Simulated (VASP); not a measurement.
# AlN (P6_3mc) in VASP: a series of runs, part 2 of 2

VASP 6.6.1. Earlier steps stand in the parts before.

## (4) Relaxation of cell and atoms, PBEsol

This run uses another cell than the first one, of 10.45 Å³/atom.

Contents of INCAR:

```
SYSTEM = AlN
PREC = Accurate ; ENCUT = 600
EDIFF = 1E-6 ; ISMEAR = -1
SIGMA = 0.05 ; LREAL = .FALSE.
LASPH = .TRUE. ; NELM = 100
ALGO = Normal ; ISIF = 3
LWAVE = .FALSE. ; LCHARG = .FALSE.
GGA = PS ; IBRION = 2
NSW = 60 ; EDIFFG = -0.01
```

Contents of KPOINTS:

```
regular mesh
0
G
  10 10 6
  0 0 0
```

Contents of POSCAR:

```
AlN
1.0
    3.1130000000      0.0000000000      0.0000000000
   -1.5565000000      2.6959370820      0.0000000000
    0.0000000000      0.0000000000      4.9810000000
Al N
2 2
Direct
    0.6666666667      0.3333333333      0.5000000000
    0.3333333333      0.6666666667      0.0000000000
    0.6666666667      0.3333333333      0.8800000000
    0.3333333333      0.6666666667      0.3800000000
```

Run with:

```console
$ cat potpaw_PBE.64/Al/POTCAR potpaw_PBE.64/N/POTCAR > POTCAR
$ mpirun -np 1 vasp_std > vasp.out
```

It took 70 s on 1 thread of AMD EPYC 7R13 (Zen 3), shared host; peak memory 0.16 GiB.

Results (log left out):

```yaml
Free_energy: -31.3157 eV
Relaxed_volume: 10.45 Å³/atom
Relaxed_cell: a = 3.113 Å, b = 3.113 Å, c = 4.981 Å, α = 90.00°, β = 90.00°, γ = 120.00°
Space_group_after_relaxing_to_0.1_Å: P6_3mc (No. 186)
Energy_gained_by_relaxing: 0.3 meV/atom
Ionic_steps: 6
Pressure_after_relaxing: 0.1 GPa
Band_gap_on_the_k_mesh: 4.12 eV
```

The path:
```csv
step,energy change (eV),largest force (eV/Å),pressure (GPa),volume (Å³)
1,0.0000,0.1321,0.04,41.80
2,-0.0003,0.0871,0.02,41.82
3,-0.0012,0.0143,0.05,41.81
4,-0.0013,0.0063,-0.05,41.83
5,-0.0013,0.0013,-0.12,41.84
6,-0.0013,0.0005,0.09,41.79
```

Final structure:
```
Al N
1.0
     3.11270    0.00000    0.00000
    -1.55635    2.69568    0.00000
     0.00000    0.00000    4.98090
Al N
2 2
Direct
  0.66667 0.33333 0.49899
  0.33333 0.66667 0.99899
  0.66667 0.33333 0.88101
  0.33333 0.66667 0.38101
```

Levels at points of the mesh, in eV from the valence-band top:
```
           k point  band 4  band 5  band 6  band 7  band 8  band 9  band 10  band 11  band 12
(0.00, 0.00, 0.00)   -0.88   -0.88   -0.23   -0.23    0.00    4.12     6.55    10.50    11.02
(0.50, 0.00, 0.00)   -4.20   -3.38   -2.12   -1.81   -0.70    5.67     5.68     8.08    10.16
(0.00, 0.00, 0.50)   -3.36   -0.56   -0.56   -0.56   -0.56    6.37     6.37    10.21    10.21
(0.50, 0.00, 0.50)   -5.66   -1.49   -1.49   -1.38   -1.38    5.17     5.17     9.13     9.13
```

Caveat: the PAW data sets were made with another functional, which shifts forces and pressure a little.

## (5) Relaxation of cell and atoms, PBEsol, target pressure 2 GPa, at which the enthalpy is minimised

This run uses another cell than the first one, of 10.45 Å³/atom.

Contents of INCAR:

```
SYSTEM = AlN
PREC = Accurate
ENCUT = 600
EDIFF = 1E-6
ISMEAR = -1
SIGMA = 0.05
LREAL = .FALSE.
LASPH = .TRUE.
NELM = 100
ALGO = Normal
ISIF = 3
LWAVE = .FALSE.
LCHARG = .FALSE.
GGA = PS
IBRION = 2
NSW = 60
EDIFFG = -0.01
PSTRESS = 20.0
```

Contents of KPOINTS:

```
Automatic mesh
0
G
  10 10 6
  0 0 0
```

POSCAR is that of step 4.

Run with:

```console
$ cat potpaw_PBE.64/Al/POTCAR potpaw_PBE.64/N/POTCAR > POTCAR
$ mpirun -np 1 vasp_std > vasp.out
```

Wall time 67 s (1 thread of AMD EPYC 7R13 (Zen 3), shared host); peak memory 0.16 GiB.

Results (log left out):

```yaml
Free_energy: -31.3131 eV
Relaxed_volume: 10.35 Å³/atom
Relaxed_cell: a = 3.103 Å, b = 3.103 Å, c = 4.963 Å, α = 90.00°, β = 90.00°, γ = 120.00°
Space_group_after_relaxing_to_0.1_Å: P6_3mc (No. 186)
Energy_change_on_relaxing_the_run_minimises_the_enthalpy: +0.3 meV/atom
Ionic_steps: 6
Pressure_after_relaxing: 2.0 GPa
Band_gap_on_the_k_mesh: 4.20 eV
```

The path:
| step | energy change (eV) | largest force (eV/Å) | pressure (GPa) | volume (Å³) |
| --- | --- | --- | --- | --- |
| 1 | 0.0000 | 0.1321 | 0.04 | 41.80 |
| 2 | 0.0095 | 0.0865 | 4.05 | 41.03 |
| 3 | 0.0013 | 0.0225 | 2.00 | 41.41 |
| 4 | 0.0014 | 0.0201 | 2.06 | 41.40 |
| 5 | 0.0013 | 0.0099 | 2.06 | 41.40 |
| 6 | 0.0013 | 0.0009 | 2.05 | 41.40 |

Final structure:
```
CELL_PARAMETERS angstrom
3.10344 0.00000 0.00000
-1.55172 2.68766 0.00000
0.00000 0.00000 4.96338
ATOMIC_POSITIONS crystal
Al 0.66667 0.33333 0.49889
Al 0.33333 0.66667 0.99889
N 0.66667 0.33333 0.88111
N 0.33333 0.66667 0.38111
```

Levels at points of the mesh, in eV from the valence-band top:
```tsv
k point	band 5	band 6	band 7	band 8	band 9	band 10	band 11	band 12
(0.00, 0.00, 0.00)	-0.89	-0.24	-0.24	0.00	4.20	6.63	10.58	11.08
(0.50, 0.00, 0.00)	-3.41	-2.14	-1.83	-0.71	5.69	5.70	8.15	10.23
(0.00, 0.00, 0.50)	-0.57	-0.57	-0.57	-0.57	6.45	6.45	10.28	10.28
(0.50, 0.00, 0.50)	-1.50	-1.50	-1.39	-1.39	5.20	5.20	9.18	9.18
```

Caveat: the cell is relaxed towards a set pressure, so the run minimises the enthalpy, not the energy; the PAW data sets were made with another functional, which shifts forces and pressure a little. Expect the measured gap to be larger: semilocal functionals such as PBEsol lack the derivative discontinuity.

## (6) The runs side by side

| task | level | cell | cutoff (eV) | gap on the mesh (eV) | pressure (GPa) |
| --- | --- | --- | --- | --- | --- |
| single point | PBE | a = 3.092, b = 3.092, c = 4.948 Å, angles 90.0, 90.0, 120.0°, 4 atoms | 520 | 4.40 | 7.8 |
| single point | PBEsol | a = 3.114, b = 3.114, c = 4.983 Å, angles 90.0, 90.0, 120.0°, 4 atoms | 520 | 4.11 | -0.1 |
| relaxation of cell and atoms | PBEsol | relaxed from a = 3.113, b = 3.113, c = 4.981 Å, angles 90.0, 90.0, 120.0°, 4 atoms | 600 | 4.12 | 0.1 |
| relaxation of cell and atoms | PBEsol | relaxed to 2 GPa from a = 3.113, b = 3.113, c = 4.981 Å, angles 90.0, 90.0, 120.0°, 4 atoms | 600 | 4.20 | 2.0 |

Alike in all rows: potentials or basis VASP PAW PBE potentials, release 64 (Al, N); no spin polarisation; k mesh 10 × 10 × 6; smearing fermi-dirac 0.05 eV.

Caveats: the PAW data sets were made with another functional, which shifts forces and pressure a little (at least some runs); the cell stands under pressure (at least some runs); the cell is relaxed towards a set pressure, so the run minimises the enthalpy, not the energy (at least some runs).

Total energies depend on the potentials used, so only differences within one code and one set of settings carry meaning.

## (7) Comparison with measurements

Step 3. Against the measured gap of AlN, 6.034 eV (an exciton energy, a little under the gap; 10 K; quoted in “Self-assembly of well-separated AlN nanowires directly on sputtered metallic TiN films”, 2019, arxiv:1910.07391), the calculated 4.11 eV is off by -1.92 eV. 2 values of this kind are on record (6.034 to 6.0343 eV); this one was drawn at random. The value is that of PBEsol on a finite k mesh, which can miss the band edges, without temperature or zero-point motion. Semilocal functionals fall short of measured gaps as a rule.
